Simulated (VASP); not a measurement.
# RuSe (Fm-3m) in VASP: a series of runs, part 2 of 3

VASP 6.6.1.

## (3) Single point, PBEsol

Input file INCAR:

```
  PREC = Accurate
  ENCUT = 520
  EDIFF = 1E-7
  ISMEAR = 0
  SIGMA = 0.05
  LREAL = False
  LASPH = True
  NELM = 80
  ALGO = Normal
  ISIF = 2
  LWAVE = False
  LCHARG = True
  GGA = PS
  LELF = True
  LVHAR = True
  NBANDS = 17
```

Input file KPOINTS:

```
regular mesh
0
Gamma
  12 12 12
```

Input file POSCAR:

```
RuSe
1.0
    0.0000000000      2.5704067165      2.5704067165
    2.5704067165      0.0000000000      2.5704067165
    2.5704067165      2.5704067165      0.0000000000
Ru Se
1 1
Direct
    0.5000000000      0.5000000000      0.5000000000
    0.0000000000      0.0000000000      0.0000000000
```

Potentials or basis: VASP PAW PBE potentials, release 64 (Ru_pv, Se).

Command:

```
$ cat potpaw_PBE.64/Ru_pv/POTCAR potpaw_PBE.64/Se/POTCAR > POTCAR
$ mpirun -np 1 vasp_std > vasp.out
```

OUTCAR:

```text
PREC = Accurate
   ENCUT = 520
   EDIFF = 1E-7
   ISMEAR = 0
   LREAL = False
   LASPH = True
   NELM = 80
   ISIF = 2
   GGA = PS

 ion  position               nearest neighbor table
   1  0.500  0.500  0.500-   2 2.57   2 2.57   2 2.57   2 2.57   2 2.57   2 2.57
   2  0.000  0.000  0.000-   1 2.57   1 2.57   1 2.57   1 2.57   1 2.57   1 2.57

  LATTYP: Found a face centered cubic cell.
 ALAT       =     5.1408134330

  Lattice vectors:

 A1 = (   0.0000000000,   2.5704067165,   2.5704067165)
 A2 = (   2.5704067165,   0.0000000000,   2.5704067165)
 A3 = (   2.5704067165,   2.5704067165,   0.0000000000)

Analysis of symmetry for initial positions (statically):
=====================================================================
 Subroutine PRICEL returns:
 Original cell was already a primitive cell.

 Routine SETGRP: Setting up the symmetry group for a
 face centered cubic supercell.

 Subroutine GETGRP returns: Found 48 space group operations
 (whereof 48 operations were pure point group operations)
 out of a pool of 48 trial point group operations.

The static configuration has the point symmetry O_h .

Analysis of symmetry for dynamics (positions and initial velocities):
=====================================================================
 Subroutine PRICEL returns:
 Original cell was already a primitive cell.

 Routine SETGRP: Setting up the symmetry group for a
 face centered cubic supercell.

 Subroutine GETGRP returns: Found 48 space group operations
 (whereof 48 operations were pure point group operations)
 out of a pool of 48 trial point group operations.

The dynamic configuration has the point symmetry O_h .

 Subroutine INISYM returns: Found 48 space group operations
 (whereof 48 operations are pure point group operations),
 and found     1 'primitive' translations

----------------------------------------------------------------------------------------

                                     Primitive cell

  volume of cell :      33.9653

  direct lattice vectors                    reciprocal lattice vectors
     0.000000000  2.570406716  2.570406716    -0.194521745  0.194521745  0.194521745
     2.570406716  0.000000000  2.570406716     0.194521745 -0.194521745  0.194521745
     2.570406716  2.570406716  0.000000000     0.194521745  0.194521745 -0.194521745

  length of vectors
     3.635104039  3.635104039  3.635104039     0.336921546  0.336921546  0.336921546

  position of ions in fractional coordinates (direct lattice)
     0.500000000  0.500000000  0.500000000
     0.000000000  0.000000000  0.000000000

  ion indices of the primitive-cell ions
   primitive index   ion index
                 1           1
                 2           2

----------------------------------------------------------------------------------------

 KPOINTS: regular mesh

Automatic generation of k-mesh.
 Grid dimensions read from file:
 generate k-points for:   12   12   12

 Generating k-lattice:

  Cartesian coordinates                     Fractional coordinates (reciprocal lattice)
    -0.016210145  0.016210145  0.016210145     0.083333333  0.000000000  0.000000000
     0.016210145 -0.016210145  0.016210145     0.000000000  0.083333333  0.000000000
     0.016210145  0.016210145 -0.016210145     0.000000000  0.000000000  0.083333333

  Length of vectors
     0.028076795  0.028076795  0.028076795

  Shift w.r.t. Gamma in fractional coordinates (k-lattice)
     0.000000000  0.000000000  0.000000000

 Subroutine IBZKPT returns following result:
 ===========================================

 Found     72 irreducible k-points:

 Following reciprocal coordinates:
            Coordinates               Weight
  0.000000  0.000000  0.000000      1.000000
  0.083333  0.000000  0.000000      8.000000
  0.166667  0.000000  0.000000      8.000000
  0.250000  0.000000  0.000000      8.000000
  0.333333  0.000000  0.000000      8.000000
  0.416667  0.000000  0.000000      8.000000
[... 16 lines left out ...]
  0.500000  0.166667  0.000000     24.000000
 -0.416667  0.166667  0.000000     24.000000
 [... further k-points ...]
   k-points           NKPTS =     72   k-points in BZ     NKDIM =     72   number of bands    NBANDS=     17
   number of dos      NEDOS =    301   number of ions     NIONS =      2
   total plane-waves  NPLWV =  21952
   dimension x,y,z NGX =    28 NGY =   28 NGZ =   28
   dimension x,y,z NGXF=    56 NGYF=   56 NGZF=   56
   ions per type =               1   1
   NGX,Y,Z   is equivalent  to a cutoff of  12.81, 12.81, 12.81 a.u.
   NGXF,Y,Z  is equivalent  to a cutoff of  25.61, 25.61, 25.61 a.u.
 SYSTEM =  unknown system
   PREC   = accura    normal or accurate (medium, high low for compatibility)
   ISTART =      0    job   : 0-new  1-cont  2-samecut
   ICHARG =      2    charge: 1-file 2-atom 10-const
   ISPIN  =      1    spin polarized calculation?
   LNONCOLLINEAR =      F non collinear calculations
   LSORBIT =      F    spin-orbit coupling
   LASPH  =      T    aspherical Exc in radial PAW
   ENCUT  =  520.0 eV  38.22 Ry    6.18 a.u.   6.76  6.76  6.76*2*pi/ulx,y,z
   NELM   =     80;   NELMIN=  2; NELMDL= -5     # of ELM steps
   EDIFF  = 0.1E-06   stopping-criterion for ELM
   LREAL  =      F    real-space projection
   EDIFFG = 0.1E-05   stopping-criterion for IOM
   NSW    =      0    number of steps for IOM
   IBRION =     -1    ionic relax: 0-MD 1-quasi-New 2-CG
   NFREE  =      0    steps in history (QN), initial steepest desc. (CG)
   ISIF   =      2    stress and relaxation
   ISYM   =      2    0-nonsym 1-usesym 2-fastsym
   POTIM  = 0.5000    time-step for ionic-motion
   TEBEG  =    0.0;   TEEND  =   0.0 temperature during run
   PSTRESS=    0.0 pullay stress
   NELECT =      20.0000    total number of electrons
   NUPDOWN=      -1.0000    fix difference up-down
   EMIN   =  10.00;   EMAX   =-10.00  energy-range for DOS
   EFERMI =   0.00;   METHOD = LEGACY
   ISMEAR =     0;   SIGMA  =   0.05  broadening in eV -4-tet -1-fermi 0-gaus
   EFERMI_NEDOS =   21; number of points for ismear=-14 and -15
   IALGO  =     38    algorithm
   IMIX   =      4    mixing-type and parameters
     AMIX     =   0.40;   BMIX     =  1.00
     AMIX_MAG =   1.60;   BMIX_MAG =  1.00
  volume/ion in A,a.u.               =      16.98       114.60
  Fermi-wavevector in a.u.,A,eV,Ry     =   1.372165  2.593016 25.617547  1.882837
  Thomas-Fermi vector in A             =   2.497797
   LORBIT       =      0    0 simple, 1 ext, 2 COOP (PROOUT), +10 PAW based schemes
   GGA     = PS    functional components
   LHFCALC =     F    Hartree Fock is set to
   AEXX    =    0.0000 exact exchange contribution
   IVDW    =     0    specifies the selected vdW correction
   LEPSILON=     F    determine dielectric tensor
   LRPA    =     F    only Hartree local field effects (RPA)
 non-spin polarized calculation
 Gauss-broadening in eV      SIGMA  =   0.05
  energy-cutoff  :      520.00
  volume of cell :       33.97
 maximum number of plane-waves:       941
   NGX = 13   NGY = 13   NGZ = 13

 number of electron      19.9999993 magnetization

 Free energy of the ion-electron system (eV)
  ---------------------------------------------------
  ext. energy  EPLUGINS =         0.00000000
  ---------------------------------------------------
  free energy    TOTEN  =       -13.04491069 eV

  energy without entropy =      -13.03965981  energy(sigma->0) =      -13.04228525

 E-fermi :   8.4132     XC(G=0): -12.0649

 val. band max:        8.4096778258   @ k =  -0.3333   0.4167   0.0833
 cond. band min:       8.4170997868   @ k =   0.4167   0.3333   0.0000
 fundamental gap:      0.0074219610
 Fermi energy:         8.4132115266

 k-point     1 :       0.0000    0.0000    0.0000
  band No.  band energies     occupation
      1     -33.6069      2.00000
      2     -33.6069      2.00000
      3     -33.6069      2.00000
      4      -7.0257      2.00000
      5       6.4024      2.00000
      6       6.4024      2.00000
[... 9 lines left out ...]
     16      20.4360      0.00000
     17      20.4361      0.00000
[... 441 lines left out ...]
 k-point    24 :      -0.4167    0.1667    0.0000
  band No.  band energies     occupation
      1     -33.6526      2.00000
      2     -33.6210      2.00000
      3     -33.6138      2.00000
      4      -5.4033      2.00000
      5       1.4545      2.00000
      6       3.3138      2.00000
[... 9 lines left out ...]
     16      19.0715      0.00000
     17      20.5473      0.00000

 [... further k-points ...]

------------------------ aborting loop because EDIFF is reached ----------------------------------------

  FORCE on cell =-STRESS in cart. coord.  units (eV):
  Direction    XX          YY          ZZ          XY          YZ          ZX
  --------------------------------------------------------------------------------------
  -------------------------------------------------------------------------------------
  Total       -1.3366115     -1.3366115     -1.3366115     -0.0000000      0.0000000     -0.0000000
  in kB      -63.0492932    -63.0492932    -63.0492932     -0.0000000      0.0000000     -0.0000000
  external PRESSURE =     -63.0492932 kB  Pullay stress =       0.0000000 kB

 VOLUME and BASIS-vectors are now :
 -----------------------------------------------------------------------------
  energy-cutoff  :      520.00
  volume of cell :       33.97
      direct lattice vectors                 reciprocal lattice vectors
     0.000000000  2.570406716  2.570406716    -0.194521745  0.194521745  0.194521745
     2.570406716  0.000000000  2.570406716     0.194521745 -0.194521745  0.194521745
     2.570406716  2.570406716  0.000000000     0.194521745  0.194521745 -0.194521745

 POSITION                                       TOTAL-FORCE (eV/Angst)
 -----------------------------------------------------------------------------------
      2.57041      2.57041      2.57041         0.000000      0.000000      0.000000
      0.00000      0.00000      0.00000         0.000000     -0.000000     -0.000000
 -----------------------------------------------------------------------------------
    total drift:                                0.000000      0.000000      0.000000

  FREE ENERGIE OF THE ION-ELECTRON SYSTEM (eV)
  ---------------------------------------------------
  free  energy   TOTEN  =       -13.0449106876 eV

  energy  without entropy=      -13.0396598100  energy(sigma->0) =      -13.04228525
```

OSZICAR:

```text
N       E                     dE             d eps       ncg     rms          rms(c)
DAV:   1     0.144223283236E+03    0.14422E+03   -0.11825E+04  2448   0.116E+03
DAV:   2    -0.992289701088E+01   -0.15415E+03   -0.14979E+03  2832   0.316E+02
DAV:   3    -0.132546395882E+02   -0.33317E+01   -0.32988E+01  2948   0.464E+01
DAV:   4    -0.132749686727E+02   -0.20329E-01   -0.20300E-01  3179   0.357E+00
DAV:   5    -0.132751756337E+02   -0.20696E-03   -0.20693E-03  3013   0.318E-01    0.109E+01
DAV:   6    -0.130866200415E+02    0.18856E+00   -0.80039E-01  2612   0.886E+00    0.506E+00
DAV:   7    -0.130529369997E+02    0.33683E-01   -0.11932E-01  2671   0.356E+00    0.350E+00
DAV:   8    -0.130452723530E+02    0.76646E-02   -0.38247E-02  2802   0.164E+00    0.318E-01
DAV:   9    -0.130449126817E+02    0.35967E-03   -0.20055E-03  2977   0.352E-01    0.542E-02
DAV:  10    -0.130449122056E+02    0.47613E-06   -0.47278E-05  3096   0.567E-02    0.244E-02
DAV:  11    -0.130449110440E+02    0.11616E-05   -0.18940E-06  2933   0.137E-02    0.614E-03
DAV:  12    -0.130449106577E+02    0.38627E-06   -0.36955E-08  2194   0.180E-03    0.901E-04
DAV:  13    -0.130449106876E+02   -0.29849E-07   -0.67310E-09  1637   0.725E-04
   1 F= -.13044911E+02 E0= -.13042285E+02  d E =-.525088E-02
```

stdout:

```text
POSCAR found type information on POSCAR RuSe
 POSCAR found :  2 types and       2 ions
 scaLAPACK will be used
 -----------------------------------------------------------------------------
|                                                                             |
|                                                                             |
|     You enforced a specific xc type in the INCAR file but a different       |
|     I HOPE YOU KNOW WHAT YOU ARE DOING!                                     |
|                                                                             |
 -----------------------------------------------------------------------------

 LDA part: xc-table for (Slater+PW92), standard interpolation
 POSCAR, INCAR and KPOINTS ok, starting setup
 FFT: planning ... GRIDC
 FFT: planning ... GRID_SOFT
 FFT: planning ... GRID
 WAVECAR not read
 entering main loop
```

Wall time 39 s (1 thread of Intel Xeon Platinum 8259CL at 2.50GHz (Skylake/Cascade Lake), shared host); peak memory 0.18 GiB.

Results:

| Item | Value |
| --- | --- |
| Free energy | -13.0449 eV |
| Pressure | -6.3 GPa |
| Band gap on the k mesh | zero (bands 10 and 11 overlap by 1.52 eV) |

Levels at points of the mesh, in eV from the Fermi level:
```csv
k point,band 7,band 8,band 9,band 10,band 11,band 12,band 13,band 14
"(0.00, 0.00, 0.00)",-2.01,-1.91,-1.91,-1.36,-1.36,-1.36,3.58,9.54
"(0.50, 0.00, 0.00)",-5.06,-0.63,-0.63,0.05,3.51,4.13,4.13,6.97
"(0.50, 0.50, 0.00)",-3.12,-3.12,-1.27,-0.18,-0.18,0.60,2.79,9.10
```

Caveat: the cell stands under tension; the PAW data sets were made with another functional, which shifts forces and pressure a little.

## (4) Single point, LDA

Input file INCAR:

```
PREC = Accurate ; ENCUT = 520
EDIFF = 1E-6 ; ISMEAR = 0
SIGMA = 0.05 ; LREAL = False
LASPH = True ; NELM = 60
ALGO = Normal ; ISIF = 2
LWAVE = False ; LCHARG = True
GGA = CA ; LELF = True
LVHAR = True ; NBANDS = 17
```

KPOINTS is that of step 3.

POSCAR is that of step 3.

Potentials or basis: VASP PAW LDA potentials, release 64 (Ru_pv, Se).

Command:

```
$ cat potpaw_LDA.64/Ru_pv/POTCAR potpaw_LDA.64/Se/POTCAR > POTCAR
$ mpirun -np 1 vasp_std > vasp.out
```

It took 34 s on 1 thread of Intel Xeon Platinum 8259CL at 2.50GHz (Skylake/Cascade Lake), shared host; peak memory 0.17 GiB.

The run converged. Its results:

```
Free energy            : -13.8570 eV
Pressure               : -9.3 GPa
Band gap on the k mesh : zero (bands 10 and 11 overlap by 1.53 eV)
```

Levels at points of the mesh, in eV from the Fermi level:
| k point | band 7 | band 8 | band 9 | band 10 | band 11 | band 12 | band 13 | band 14 |
| --- | --- | --- | --- | --- | --- | --- | --- | --- |
| (0.00, 0.00, 0.00) | -2.00 | -1.93 | -1.93 | -1.36 | -1.36 | -1.36 | 3.54 | 9.62 |
| (0.50, 0.00, 0.00) | -5.06 | -0.63 | -0.63 | 0.05 | 3.55 | 4.10 | 4.10 | 7.00 |
| (0.50, 0.50, 0.00) | -3.11 | -3.11 | -1.30 | -0.17 | -0.17 | 0.57 | 2.77 | 9.18 |

Caveat: the cell stands under tension.

## (5) Single point, PBE

This run uses another cell than the first one, of 18.82 Å³/atom.

Input file INCAR:

```
SYSTEM = RuSe
PREC = Accurate ; ENCUT = 520
EDIFF = 1E-6 ; ISMEAR = 0
SIGMA = 0.05 ; LREAL = .False.
LASPH = .True. ; NELM = 60
ALGO = Normal ; ISIF = 2
LWAVE = .False. ; LCHARG = .False.
GGA = PE ; NBANDS = 17
```

Input file KPOINTS:

```
Automatic mesh
0
Gamma
  12 12 12
  0 0 0
```

Input file POSCAR:

```
RuSe
1.0
    0.0000000000      2.6600000000      2.6600000000
    2.6600000000      0.0000000000      2.6600000000
    2.6600000000      2.6600000000      0.0000000000
Ru Se
1 1
Direct
    0.5000000000      0.5000000000      0.5000000000
    0.0000000000      0.0000000000      0.0000000000
```

Potentials or basis: VASP PAW PBE potentials, release 64 (Ru_pv, Se).

Command:

```
$ cat potpaw_PBE.64/Ru_pv/POTCAR potpaw_PBE.64/Se/POTCAR > POTCAR
$ mpirun -np 1 vasp_std > vasp.out
```

OUTCAR:

```text
SYSTEM = RuSe
   PREC = Accurate
   ENCUT = 520
   EDIFF = 1E-6
   ISMEAR = 0
   LREAL = .False.
   LASPH = .True.
   NELM = 60
   ISIF = 2
   GGA = PE

 ion  position               nearest neighbor table
   1  0.500  0.500  0.500-   2 2.66   2 2.66   2 2.66   2 2.66   2 2.66   2 2.66
   2  0.000  0.000  0.000-   1 2.66   1 2.66   1 2.66   1 2.66   1 2.66   1 2.66

  LATTYP: Found a face centered cubic cell.
 ALAT       =     5.3200000000

  Lattice vectors:

 A1 = (   0.0000000000,   2.6600000000,   2.6600000000)
 A2 = (   2.6600000000,   0.0000000000,   2.6600000000)
[... 666 lines left out ...]

  FORCE on cell =-STRESS in cart. coord.  units (eV):
  Direction    XX          YY          ZZ          XY          YZ          ZX
  --------------------------------------------------------------------------------------
  -------------------------------------------------------------------------------------
  Total       -2.6359087     -2.6359087     -2.6359087     -0.0000000     -0.0000000      0.0000000
  in kB     -112.1930735   -112.1930735   -112.1930735     -0.0000000     -0.0000000      0.0000000
  external PRESSURE =    -112.1930735 kB  Pullay stress =       0.0000000 kB

 VOLUME and BASIS-vectors are now :
 -----------------------------------------------------------------------------
  energy-cutoff  :      520.00
  volume of cell :       37.64
      direct lattice vectors                 reciprocal lattice vectors
     0.000000000  2.660000000  2.660000000    -0.187969925  0.187969925  0.187969925
     2.660000000  0.000000000  2.660000000     0.187969925 -0.187969925  0.187969925
     2.660000000  2.660000000  0.000000000     0.187969925  0.187969925 -0.187969925

 POSITION                                       TOTAL-FORCE (eV/Angst)
 -----------------------------------------------------------------------------------
      2.66000      2.66000      2.66000        -0.000000     -0.000000     -0.000000
      0.00000      0.00000      0.00000         0.000000      0.000000      0.000000
 -----------------------------------------------------------------------------------
    total drift:                                0.000000      0.000000      0.000000

  FREE ENERGIE OF THE ION-ELECTRON SYSTEM (eV)
  ---------------------------------------------------
  free  energy   TOTEN  =       -11.6224252749 eV

  energy  without entropy=      -11.6151663163  energy(sigma->0) =      -11.61879580
```

OSZICAR:

```text
N       E                     dE             d eps       ncg     rms          rms(c)
DAV:   1     0.141349568967E+03    0.14135E+03   -0.11748E+04  2456   0.115E+03
DAV:   2    -0.844995146937E+01   -0.14980E+03   -0.14557E+03  2860   0.307E+02
DAV:   3    -0.117695672396E+02   -0.33196E+01   -0.32623E+01  2910   0.452E+01
DAV:   4    -0.117905107001E+02   -0.20943E-01   -0.20931E-01  3179   0.360E+00
DAV:   5    -0.117907524247E+02   -0.24172E-03   -0.24170E-03  2931   0.336E-01    0.813E+00
DAV:   6    -0.116563717195E+02    0.13438E+00   -0.70499E-01  2569   0.811E+00    0.410E+00
DAV:   7    -0.116232626401E+02    0.33109E-01   -0.11240E-01  2583   0.350E+00    0.284E+00
DAV:   8    -0.116225593634E+02    0.70328E-03   -0.32390E-02  2702   0.148E+00    0.329E-01
DAV:   9    -0.116224248395E+02    0.13452E-03   -0.16092E-03  2904   0.331E-01    0.653E-02
DAV:  10    -0.116224228867E+02    0.19529E-05   -0.59905E-05  3215   0.601E-02    0.251E-02
DAV:  11    -0.116224255649E+02   -0.26782E-05   -0.60323E-06  2868   0.222E-02    0.742E-03
DAV:  12    -0.116224252749E+02    0.29000E-06   -0.88937E-08  1777   0.233E-03
   1 F= -.11622425E+02 E0= -.11618796E+02  d E =-.725896E-02
```

Wall time 36 s (1 thread of Intel Xeon Platinum 8259CL at 2.50GHz (Skylake/Cascade Lake), shared host); peak memory 0.19 GiB.

What came out:

```
Free energy            : -11.6224 eV
Pressure               : -11.2 GPa
Band gap on the k mesh : zero (bands 10 and 11 overlap by 1.44 eV)
```

Levels at points of the mesh, in eV from the Fermi level:
```tsv
k point	band 8	band 9	band 10	band 11	band 12	band 13
(0.00, 0.00, 0.00)	-1.55	-1.55	-1.31	-1.31	-1.31	2.89
(0.50, 0.00, 0.00)	-0.51	-0.51	0.04	3.52	3.52	3.63
(0.50, 0.50, 0.00)	-2.66	-1.03	-0.14	-0.14	0.44	2.53
```

Caveat: the cell stands under tension.

(Continued in part 3 of 3.)
